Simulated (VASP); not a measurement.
Here is a VASP 6.6.1 calculation.

Contents of INCAR:

```
  PREC = Accurate
  ENCUT = 520
  EDIFF = 1E-7
  ISMEAR = -1
  SIGMA = 0.05
  LREAL = F
  LASPH = T
  NELM = 60
  ALGO = Normal
  ISIF = 2
  LWAVE = F
  LCHARG = F
  GGA = PE
  NBANDS = 15
```

Contents of KPOINTS:

```
Automatic mesh
0
Gamma
  7 7 7
```

Contents of POSCAR:

```
PtSe
1.0
    0.0000000000      2.7984111300      2.7984111300
    2.7984111300      0.0000000000      2.7984111300
    2.7984111300      2.7984111300      0.0000000000
Pt Se
1 1
Direct
    0.5000000000      0.5000000000      0.5000000000
    0.0000000000      0.0000000000      0.0000000000
```

Potentials or basis: VASP PAW PBE potentials, release 64 (Pt, Se).

The run is started by

```bash
$ cat potpaw_PBE.64/Pt/POTCAR potpaw_PBE.64/Se/POTCAR > POTCAR
$ mpirun -np 1 vasp_std > vasp.out
```

**Question.** What does it give for the band gap on the k mesh?

**Answer.** Zero (band 8 reaches 7.24 eV, above the bottom of band 9 at 4.03 eV).

**Question.** What does it give for the pressure?

**Answer.** -14.6 GPa.

Caveat: spin-orbit coupling is left out, which moves the levels of the heavy elements.
